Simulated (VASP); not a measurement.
Set up this calculation in VASP 6.6.1, as the native input.

```
Task                   : single point
Functional             : PBE
Potentials or basis    : VASP PAW PBE potentials, release 64 (Sn_d)
Cutoff                 : 520 eV
k mesh                 : 9 × 9 × 9
Occupations            : fermi-dirac, width 0.1 eV
Spin                   : no spin polarisation
Dipole correction      : no
Further INCAR settings : ALGO = Normal; EDIFF = 1e-06; NBANDS = 21
```

The structure of Sn lies in POSCAR:

```
Sn
1.0
    0.0404167850      3.2333428000      3.2333428000
    3.2333428000      0.0404167850      3.2333428000
    3.2737595850      3.2737595850      0.0000000000
Sn
2
Direct
    0.0000000000      0.0000000000      0.0000000000
    0.2500000000      0.2500000000      0.2500000000
```

These files were run (other wordings do the same):

INCAR

```
SYSTEM = Sn
ALGO = Normal ; EDIFF = 1E-6
ENCUT = 520 ; GGA = PE
ISIF = 2 ; ISMEAR = -1
LASPH = .True. ; LCHARG = .False.
LREAL = .False. ; LWAVE = .False.
NBANDS = 21 ; NELM = 80
PREC = Accurate ; SIGMA = 0.1
```

KPOINTS

```
k-points
0
Gamma
  9 9 9
  0 0 0
```

Potentials or basis: VASP PAW PBE potentials, release 64 (Sn_d).

Launch:

```bash
$ cat potpaw_PBE.64/Sn_d/POTCAR > POTCAR
$ mpirun -np 1 vasp_std > vasp.out
```

Results of the run:

The pressure is 3.8 GPa and the largest force is 0.258 eV/Å. The band gap on the k mesh is zero (band 14 reaches 5.84 eV, above the bottom of band 15 at 5.71 eV).

Caveat: spin-orbit coupling is left out, which moves the levels of the heavy elements.

It took 2.3 min on 1 thread of Intel(R) Xeon(R) Platinum 8259CL CPU @ 2.50GHz (Skylake/Cascade Lake), with other jobs on the host, peak memory 0.29 GiB.
